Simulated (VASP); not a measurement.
**NaHF2: electric field gradients with LDA**

NaHF2:

```xyz
4
Lattice="1.6939 0.9780 4.6389 -1.6939 0.9780 4.6389 0.0000 -1.9559 4.6389" Properties=species:S:1:pos:R:3 pbc="T T T"
Na    0.0000    0.0000    0.0000
H     0.0000    0.0000    6.9583
F     0.0000    0.0000    5.7058
F     0.0000    0.0000    8.2108
```

This cell differs from its parent crystal: equal xx and yy strain of -2 %.

* Program: VASP 6.6.1
* Task: electric field gradients
* Functional: LDA
* Potentials or basis: VASP PAW LDA potentials, release 64 (Na_pv, H, F)
* Cutoff: 520 eV
* k mesh: 10 × 10 × 10
* Occupations: fermi-dirac, width 0.02 eV
* Spin: no spin polarisation
* Dipole correction: no
* Further INCAR settings: ALGO = Normal; EDIFF = 1e-08; NBANDS = 19

- Pressure: -6.0 GPa
- Largest force: 2.231 eV/Å
- Band gap on the k mesh: 6.41 eV, indirect (least direct gap 6.71 eV)

Forces in eV/Å, atoms in the order of the input:
```
Na   0.000  0.000  0.000
H    0.000  0.000  0.000
F    0.000  0.000  2.231
F    0.000  0.000 -2.231
```

Stress tensor (GPa, compression positive):
```
 -0.09   0.00   0.00
  0.00  -0.09   0.00
  0.00   0.00 -17.81
```

Levels at points of the mesh, in eV from the valence-band top:
| k point | band 7 | band 8 | band 9 | band 10 | band 11 | band 12 | band 13 | band 14 | band 15 | band 16 |
| --- | --- | --- | --- | --- | --- | --- | --- | --- | --- | --- |
| (0.00, 0.00, 0.00) | -0.34 | -0.34 | -0.33 | -0.30 | -0.30 | 6.41 | 12.93 | 14.16 | 15.48 | 19.30 |
| (0.50, 0.00, 0.00) | -1.70 | -0.61 | -0.49 | -0.49 | -0.43 | 10.19 | 11.35 | 15.07 | 15.60 | 15.77 |
| (0.50, 0.50, 0.00) | -1.42 | -1.01 | -0.75 | -0.63 | -0.15 | 11.11 | 11.46 | 13.56 | 14.04 | 14.90 |
| (0.50, 0.50, 0.50) | -1.43 | -0.62 | -0.62 | 0.00 | 0.00 | 8.13 | 10.02 | 13.70 | 19.35 | 19.57 |

Electric field gradients, principal values (V/Å²):
```tsv
atom	least	middle	greatest (by size)
1 Na	-4.071	-4.071	8.143
2 H	0.286	0.286	-0.572
3 F	-59.538	-59.538	119.076
4 F	-59.538	-59.538	119.076
```

It took 2.8 min on 1 thread of AMD EPYC 9R45 (Zen 5), on a shared host, peak memory 0.21 GiB.

Caveat: the cell differs from its parent crystal (equal xx and yy strain of -2 %); without QUAD_EFG the Cq values of the log hold for a quadrupole moment of 1 mb, not for the nuclei; forces of over 1 eV/Å act on the atoms, so gaps and moduli don't describe the material at rest. A k mesh can miss the band edges.
